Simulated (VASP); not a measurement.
Set up this calculation in VASP 6.6.1, as the native input.

```yaml
Task: single point
Functional: PBE
Potentials_or_basis: VASP PAW PBE potentials, release 64 (Hg, Te)
Cutoff: 500 eV
k_mesh: 4 × 4 × 4
Occupations: gaussian, width 0.2 eV
Spin: no spin polarisation
Dipole_correction: no
Further_INCAR_settings: ALGO = Normal; EDIFF = 1e-06; NBANDS = 16
```

The structure of HgTe lies in POSCAR:

```
HgTe
1.0
    0.0000000000      3.2891972858      3.2891972858
    3.2891972858      0.0000000000      3.2891972858
    3.2891972858      3.2891972858      0.0000000000
Hg Te
1 1
Direct
    0.0000000000      0.0000000000      0.0000000000
    0.2500000000      0.2500000000      0.2500000000
```

The input as run:

INCAR

```
SYSTEM = HgTe
PREC = Accurate
ENCUT = 500
EDIFF = 1E-6
ISMEAR = 0
SIGMA = 0.2
LREAL = .FALSE.
LASPH = .TRUE.
NELM = 120
ALGO = Normal
ISIF = 2
LWAVE = .FALSE.
LCHARG = .FALSE.
GGA = PE
NBANDS = 16
GGA_COMPAT = .FALSE.
```

KPOINTS

```
Automatic mesh
0
G
  4 4 4
  0 0 0
```

Potentials or basis: VASP PAW PBE potentials, release 64 (Hg, Te).

The run is started by

```bash
$ cat potpaw_PBE.64/Hg/POTCAR potpaw_PBE.64/Te/POTCAR > POTCAR
$ mpirun -np 1 vasp_std > vasp.out
```

It gave:

- Pressure: 1.7 GPa
- Band gap on the k mesh: zero (filled and empty bands touch)

Caveat: the k points lie up to 0.41 Å⁻¹ apart; semilocal functionals underestimate gaps, so a narrow gap can read as zero; spin-orbit coupling is left out, which moves the levels of the heavy elements.

Wall time 25 s on 1 thread of Intel Xeon 8259CL (shared host), peak memory 0.2 GiB.
